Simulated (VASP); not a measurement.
A run of VASP 6.6.1:

INCAR

```
SYSTEM = ZnInGaO4
PREC = Accurate
ENCUT = 520
EDIFF = 1E-6
ISMEAR = 0
SIGMA = 0.05
LREAL = Auto
LASPH = .True.
NELM = 80
ALGO = Normal
ISIF = 2
LWAVE = .False.
LCHARG = .False.
GGA = PE
NBANDS = 213
```

The input KPOINTS:

```
regular mesh
0
Gamma
  2 2 1
  0 0 0
```

The input POSCAR:

```
ZnInGaO4
1.0
    0.0000000000      5.8208220000      0.0000010000
    0.0000000000     -1.9402740000      8.7134050000
   10.0819610000      0.0000000000      0.0000000000
Zn In Ga O
6 6 6 24
Direct
    0.2183820000      0.6551460000      0.3333330000
    0.7183820000      0.6551460000      0.1666670000
    0.2183820000      0.6551460000      0.6666670000
    0.7183820000      0.6551460000      0.5000000000
    0.2183820000      0.6551460000      0.0000000000
    0.7183820000      0.6551460000      0.8333330000
    0.0027680000      0.0083040000      0.3333330000
    0.5027680000      0.0083040000      0.1666670000
    0.0027680000      0.0083040000      0.6666670000
    0.5027680000      0.0083040000      0.5000000000
    0.0027680000      0.0083040000      0.0000000000
    0.5027680000      0.0083040000      0.8333330000
    0.2870340000      0.3611020000      0.1666670000
    0.2870340000      0.3611020000      0.5000000000
    0.7870340000      0.3611020000      0.3333330000
    0.2870340000      0.3611020000      0.8333330000
    0.7870340000      0.3611020000      0.6666670000
    0.7870340000      0.3611020000      0.0000000000
    0.2951430000      0.8854290000      0.3333330000
    0.7951430000      0.8854290000      0.1666670000
    0.2951430000      0.8854290000      0.6666670000
    0.7951430000      0.8854290000      0.5000000000
    0.2951430000      0.8854290000      0.0000000000
    0.7951430000      0.8854290000      0.8333330000
    0.2113580000      0.1340740000      0.1666670000
    0.2113580000      0.1340740000      0.5000000000
    0.7113580000      0.1340740000      0.3333330000
    0.2113580000      0.1340740000      0.8333330000
    0.7113580000      0.1340740000      0.6666670000
    0.7113580000      0.1340740000      0.0000000000
    0.1217170000      0.3651510000      0.3333330000
    0.6217170000      0.3651510000      0.1666670000
    0.1217170000      0.3651510000      0.6666670000
    0.6217170000      0.3651510000      0.5000000000
    0.1217170000      0.3651510000      0.0000000000
    0.6217170000      0.3651510000      0.8333330000
    0.3635990000      0.5907970000      0.1666670000
    0.3635990000      0.5907970000      0.5000000000
    0.8635990000      0.5907970000      0.3333330000
    0.3635990000      0.5907970000      0.8333330000
    0.8635990000      0.5907970000      0.6666670000
    0.8635990000      0.5907970000      0.0000000000
```

Potentials or basis: VASP PAW PBE potentials, release 64 (Zn, In_d, Ga_d, O).

Run with:

```bash
$ cat potpaw_PBE.64/Zn/POTCAR potpaw_PBE.64/In_d/POTCAR potpaw_PBE.64/Ga_d/POTCAR potpaw_PBE.64/O/POTCAR > POTCAR
$ mpirun -np 1 vasp_std > vasp.out
```

Hardware: 1 thread of Intel(R) Xeon(R) Platinum 8259CL CPU @ 2.50GHz (Skylake/Cascade Lake), with other jobs on the host.

Problem. How long does it take, and how much memory?

Solution. Run time: 19 min on 1 thread of Intel(R) Xeon(R) Platinum 8259CL CPU @ 2.50GHz (Skylake/Cascade Lake), with other jobs on the host, peak memory 0.75 GiB. Counts: scf iterations 18, k points 4.
